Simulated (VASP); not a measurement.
Set up this calculation in VASP 6.6.1, as the native input.

| Item | Value |
| --- | --- |
| Task | single point |
| Functional | PBE |
| Potentials or basis | VASP PAW PBE potentials, release 64 (Ge_d) |
| Cutoff | 520 eV |
| k mesh | 8 × 8 × 8 |
| Occupations | fermi-dirac, width 0.02 eV |
| Spin | no spin polarisation |
| Dipole correction | no |
| Further INCAR settings | ALGO = Normal; EDIFF = 1e-06; NBANDS = 21 |

The structure of Ge lies in POSCAR:

```
Ge
1.0
    0.0508563424      2.8309923842      2.8309923842
    2.8309923842      0.0508563424      2.8309923842
    2.8309923842      2.8309923842      0.0508563424
Ge
2
Direct
    0.0011273318      0.0011273318      0.0011273318
    0.2488726682      0.2488726682      0.2488726682
```

This cell differs from its parent crystal: epitaxial 111 strain -2.0%.

The input as run:

INCAR

```
ALGO = Normal
EDIFF = 1E-6
ENCUT = 520
GGA = PE
ISIF = 2
ISMEAR = -1
LASPH = True
LCHARG = False
LREAL = False
LWAVE = False
NBANDS = 21
NELM = 60
PREC = Accurate
SIGMA = 0.02
```

KPOINTS

```
k-points
0
Gamma
  8 8 8
```

Potentials or basis: VASP PAW PBE potentials, release 64 (Ge_d).

Command:

```console
$ cat potpaw_PBE.64/Ge_d/POTCAR > POTCAR
$ mpirun -np 1 vasp_std > vasp.out
```

It gave:

- Pressure: 5.6 GPa
- Largest force: 0.030 eV/Å
- Band gap on the k mesh: 0.08 eV, indirect (least direct gap 0.14 eV)

Caveat: the cell differs from its parent crystal (epitaxial 111 strain -2.0%).

Run time: 23 s on 1 thread of Intel(R) Xeon(R) 6975P-C (Granite Rapids), with other jobs on the host, peak memory 0.19 GiB.
